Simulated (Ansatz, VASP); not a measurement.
One calculation of Au, two programs

File INCAR:

```
SYSTEM = Au
ALGO     = Normal         ! electronic algorithm
EDIFF    = 1E-6           ! SCF threshold, eV
ENCUT    = 520            ! plane-wave cutoff, eV
GGA      = PS             ! functional
ISIF     = 2              ! what is computed and relaxed
ISMEAR   = -1             ! smearing method
LASPH    = .True.         ! aspherical terms in the spheres
LCHARG   = .False.        ! write CHGCAR
LREAL    = .False.        ! projectors in reciprocal space
LWAVE    = .False.        ! write WAVECAR
NBANDS   = 12             ! bands
NELM     = 80             ! most SCF steps
PREC     = Accurate       ! precision mode
SIGMA    = 0.08           ! smearing width, eV
```

The input KPOINTS:

```
k-points
0
Gamma
  14 14 14
  0 0 0
```

POSCAR

```
Au
1.0
    2.3920511515      0.0000000000      0.0000000000
    0.0000000000      2.3920511515      0.0000000000
    0.0000000000      0.0000000000      2.3920511515
Au
1
Direct
    0.0000000000      0.0000000000      0.0000000000
```

Input for Ansatz:

```yaml
crystal:
  lattice:
    - [2.3920511515, 0.0, 0.0]
    - [0.0, 2.3920511515, 0.0]
    - [0.0, 0.0, 2.3920511515]
  atoms:
    - { symbol: Au, position: [0.0, 0.0, 0.0] }
kpoints:
  mp_grid: { grid: [14, 14, 14] }
scf:
  occupations: { method: fermi_dirac, width: 0.08 }
hamiltonian:
  xc: pbesol
  pseudopotentials: { kind: all_electron, lapw: { basis_error: 0.001 } }
output:
  forces: true
  stress: true
  eigenvalues: true
  populations: true
```

Change from the starting cell: volume scaled by 0.7, LAPW.

Alike in both runs: task single point; functional PBEsol; k mesh 14 × 14 × 14; occupations fermi-dirac, width 0.08 eV; no spin polarisation.

|  | VASP | Ansatz |
| --- | --- | --- |
| version | VASP 6.6.1 | Ansatz 0.2.0 |
| potentials or method | VASP PAW PBE potentials, release 64 (Au), cutoff 520 eV | all-electron LAPW, scalar-relativistic |

```tsv
	VASP	Ansatz	Ansatz less VASP
pressure (GPa)	126.1	126.4	+0.35
```

VASP's potentials were made for PBE, not for PBEsol. Both programs put the cell under a high pressure, so it lies far from rest at this level. Ansatz ran all-electron here, and VASP with PAW potentials.

Spin-orbit coupling is off throughout. Noted on VASP's run: the cell as given lies far from equilibrium.
